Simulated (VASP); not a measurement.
# C (P6_3/mmc) in VASP: further runs, part 2 of 2

VASP 6.6.1. The steps go on from the part before.

## Step 4: Single point, PBEsol+D3(BJ) (engineering shear strain xy +0.0000, normal strain along z +0.0525)

INCAR

```
PREC = Accurate ; ENCUT = 520
EDIFF = 1E-7 ; ISMEAR = 0
SIGMA = 0.15 ; LREAL = False
LASPH = True ; NELM = 80
ALGO = Normal ; ISIF = 2
LWAVE = False ; LCHARG = False
GGA = PS ; IVDW = 12
NBANDS = 16
```

KPOINTS

```
Automatic mesh
0
Gamma
  18 18 6
```

POSCAR

```
C
1.0
    2.4580081303      0.0000000000      0.0000000000
   -1.2290040652      2.1286974836      0.0000000000
    0.0000000000      0.0000000000      6.9255097181
C
4
Direct
    0.0000000000      0.0000000000      0.0025000000
    0.0000000000      0.0000000000      0.5025000000
    0.3333333333      0.6666666667      0.0025000000
    0.6666666667      0.3333333333      0.5025000000
```

Potentials or basis: VASP PAW PBE potentials, release 64 (C).

The run is started by

```
$ cat potpaw_PBE.64/C/POTCAR > POTCAR
$ mpirun -np 1 vasp_std > vasp.out
```

OUTCAR:

```text
PREC = Accurate
   ENCUT = 520
   EDIFF = 1E-7
   ISMEAR = 0
   LREAL = False
   LASPH = True
   NELM = 80
   ISIF = 2
   GGA = PS
   IVDW = 12
 IVDW          = 12

 ion  position               nearest neighbor table
   1  0.000  0.000  0.002-   3 1.42   3 1.42   3 1.42
   2  0.000  0.000  0.502-   4 1.42   4 1.42   4 1.42
   3  0.333  0.667  0.002-   1 1.42   1 1.42   1 1.42
   4  0.667  0.333  0.502-   2 1.42   2 1.42   2 1.42

  LATTYP: Found a hexagonal cell.
 ALAT       =     2.4580081303
 C/A-ratio  =     2.8175292151
[... 657 lines left out ...]

  FORCE on cell =-STRESS in cart. coord.  units (eV):
  Direction    XX          YY          ZZ          XY          YZ          ZX
  --------------------------------------------------------------------------------------
  -------------------------------------------------------------------------------------
  Total       0.28160     0.28160    -0.32315    -0.00000    -0.00000     0.00000
  in kB      12.45076    12.45076   -14.28764    -0.00000    -0.00000     0.00000
  external pressure =        3.54 kB  Pullay stress =        0.00 kB

 VOLUME and BASIS-vectors are now :
 -----------------------------------------------------------------------------
  energy-cutoff  :      520.00
  volume of cell :       36.24
      direct lattice vectors                 reciprocal lattice vectors
     2.458008130  0.000000000  0.000000000     0.406833479  0.234885419  0.000000000
    -1.229004065  2.128697484  0.000000000     0.000000000  0.469770838  0.000000000
     0.000000000  0.000000000  6.925509718     0.000000000  0.000000000  0.144393704

 POSITION                                       TOTAL-FORCE (eV/Angst)
 -----------------------------------------------------------------------------------
      0.00000      0.00000      0.01731        -0.000000     -0.000000     -0.000000
      0.00000      0.00000      3.48007        -0.000000      0.000000     -0.000000
     -0.00000      1.41913      0.01731        -0.000000      0.000000      0.000000
      1.22900      0.70957      3.48007         0.000000     -0.000000     -0.000000
 -----------------------------------------------------------------------------------
    total drift:                               -0.000000     -0.000000      0.000037

  FREE ENERGIE OF THE ION-ELECTRON SYSTEM (eV)
  ---------------------------------------------------
  free  energy   TOTEN  =       -39.0033683504 eV

  energy  without entropy=      -39.0021429957  energy(sigma->0) =      -39.00275567
```

stdout:

```text
POSCAR found type information on POSCAR C
 POSCAR found :  1 types and       4 ions
 scaLAPACK will be used
 -----------------------------------------------------------------------------
|                                                                             |
|                                                                             |
|     You enforced a specific xc type in the INCAR file but a different       |
|     I HOPE YOU KNOW WHAT YOU ARE DOING!                                     |
|                                                                             |
 -----------------------------------------------------------------------------

 LDA part: xc-table for (Slater+PW92), standard interpolation
 POSCAR, INCAR and KPOINTS ok, starting setup
 FFT: planning ... GRIDC
 FFT: planning ... GRID_SOFT
 FFT: planning ... GRID
 WAVECAR not read
 entering main loop
```

Wall time 67 s (1 thread of Intel Xeon 6975P-C, shared host); peak memory 0.19 GiB.

What came out:

```yaml
Free_energy: -39.0034 eV
Pressure: 0.4 GPa
Band_gap_on_the_k_mesh: zero (band 8 reaches 4.38 eV, above the bottom of band 9 at 4.36 eV)
Dispersion_energy_per_atom: -0.107 eV
```

Caveat: the cell differs from its parent crystal (engineering shear strain xy +0.0000, normal strain along z +0.0525); the PAW data sets were made with another functional, which shifts forces and pressure a little.

## Step 5: Single point, PBEsol+D3(BJ) (engineering shear strain xy +0.0000, normal strain along z +0.0700)

INCAR

```
SYSTEM = C
PREC = Accurate ; ENCUT = 520
EDIFF = 1E-6 ; ISMEAR = 0
SIGMA = 0.15 ; LREAL = .FALSE.
LASPH = .TRUE. ; NELM = 60
ALGO = Normal ; ISIF = 2
LWAVE = .FALSE. ; LCHARG = .FALSE.
GGA = PS ; IVDW = 12
NBANDS = 16
```

KPOINTS

```
regular mesh
0
G
  18 18 6
  0 0 0
```

Changes to POSCAR since step 4:

```diff
@@ -4,3 +4,3 @@
    -1.2290040652      2.1286974836      0.0000000000
-    0.0000000000      0.0000000000      6.9255097181
+    0.0000000000      0.0000000000      7.0406607111
 C
```

The run is started by

```
$ cat potpaw_PBE.64/C/POTCAR > POTCAR
$ mpirun -np 1 vasp_std > vasp.out
```

It took 66 s on 1 thread of Intel Xeon 6975P-C, shared host; peak memory 0.2 GiB.

The run converged. Its results:

```yaml
Free_energy: -38.9979 eV
Pressure: 0.3 GPa
Band_gap_on_the_k_mesh: zero (band 8 reaches 4.24 eV, above the bottom of band 9 at 4.23 eV)
Dispersion_energy_per_atom: -0.105 eV
```

Stress tensor (GPa, compression positive):
```
 1.24  0.00  0.00
 0.00  1.24  0.00
 0.00  0.00 -1.68
```

Levels at points of the mesh, in eV from the Fermi level:
| k point | band 4 | band 5 | band 6 | band 7 | band 8 | band 9 | band 10 | band 11 | band 12 | band 13 |
| --- | --- | --- | --- | --- | --- | --- | --- | --- | --- | --- |
| (0.00, 0.00, 0.00) | -6.87 | -2.98 | -2.98 | -2.97 | -2.97 | 3.68 | 8.36 | 8.36 | 8.39 | 8.39 |
| (0.50, 0.00, 0.00) | -13.24 | -6.42 | -6.38 | -2.68 | -2.15 | 1.47 | 2.05 | 7.32 | 7.60 | 10.89 |
| (0.00, 0.00, 0.50) | -7.73 | -2.98 | -2.98 | -2.98 | -2.98 | 5.98 | 5.98 | 8.37 | 8.37 | 8.37 |
| (0.50, 0.00, 0.50) | -13.27 | -6.40 | -6.40 | -2.38 | -2.38 | 1.63 | 1.63 | 7.46 | 7.46 | 12.13 |

Caveat: the cell differs from its parent crystal (engineering shear strain xy +0.0000, normal strain along z +0.0700); the PAW data sets were made with another functional, which shifts forces and pressure a little.

## Step 6: Summary

| cell | gap on the mesh (eV) | pressure (GPa) |
| --- | --- | --- |
| a = 2.458, b = 2.458, c = 6.695 Å, angles 90.0, 90.0, 120.0°, 4 atoms | none | 0.6 |
| a = 2.458, b = 2.458, c = 6.810 Å, angles 90.0, 90.0, 120.0°, 4 atoms | none | 0.4 |
| a = 2.458, b = 2.458, c = 6.926 Å, angles 90.0, 90.0, 120.0°, 4 atoms | none | 0.4 |
| a = 2.458, b = 2.458, c = 7.041 Å, angles 90.0, 90.0, 120.0°, 4 atoms | none | 0.3 |

Alike in all rows: task single point; level PBEsol+D3(BJ); potentials or basis VASP PAW PBE potentials, release 64 (C); no spin polarisation; k mesh 18 × 18 × 6; cutoff (eV) 520; smearing gaussian 0.15 eV.

Caveats: the PAW data sets were made with another functional, which shifts forces and pressure a little.

Total energies depend on the potentials used, so only differences within one code and one set of settings carry meaning.
